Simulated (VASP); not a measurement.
## Ga: single point with LDA

Crystal: Ga.

```
Ga
1.0
    -1.40400    1.40400    2.16213
     1.40400   -1.40400    2.16213
     1.40400    1.40400   -2.16213
Ga
1
Direct
  0.00000 0.00000 0.00000
```

This cell differs from its parent crystal: zz strain of -3 %.

| Quantity | Value |
| --- | --- |
| Program | VASP 6.6.1 |
| Task | single point |
| Functional | LDA |
| Potentials or basis | VASP PAW LDA potentials, release 64 (Ga_d) |
| Cutoff | 520 eV |
| k mesh | 14 × 14 × 16 |
| Occupations | fermi-dirac, width 0.05 eV |
| Spin | no spin polarisation |

The pressure is 0.2 GPa and the band gap on the k mesh is zero (an odd number of electrons rules out a gap without spin polarisation).

Stress tensor (GPa, compression positive):
```
-0.06 -0.11  0.30
-0.11 -0.06  0.30
 0.30  0.30  0.64
```

Levels at points of the mesh, in eV from the Fermi level:
| k point | band 4 | band 5 | band 6 | band 7 | band 8 | band 9 |
| --- | --- | --- | --- | --- | --- | --- |
| (0.00, 0.00, 0.00) | -15.04 | -14.93 | -11.90 | 13.16 | 13.16 | 13.26 |
| (0.50, 0.00, 0.00) | -14.87 | -14.83 | -5.11 | -4.47 | 9.32 | 11.65 |
| (0.00, 0.50, 0.00) | -14.87 | -14.83 | -5.11 | -4.47 | 9.32 | 11.65 |
| (0.50, 0.50, 0.00) | -14.85 | -14.77 | -2.54 | -1.61 | 4.38 | 5.05 |
| (0.00, 0.00, 0.50) | -14.85 | -14.77 | -2.54 | -1.61 | 4.38 | 5.05 |
| (0.50, 0.00, 0.50) | -14.87 | -14.83 | -5.11 | -4.47 | 9.32 | 11.65 |
| (0.00, 0.50, 0.50) | -14.87 | -14.83 | -5.11 | -4.47 | 9.32 | 11.65 |
| (0.50, 0.50, 0.50) | -14.83 | -14.83 | -3.62 | -3.50 | 6.20 | 6.20 |

Run time: 110 s on 1 thread of AMD EPYC 9R45 96-Core Processor (Zen 5), on a shared host, peak memory 0.36 GiB.

Caveat: the cell differs from its parent crystal (zz strain of -3 %).
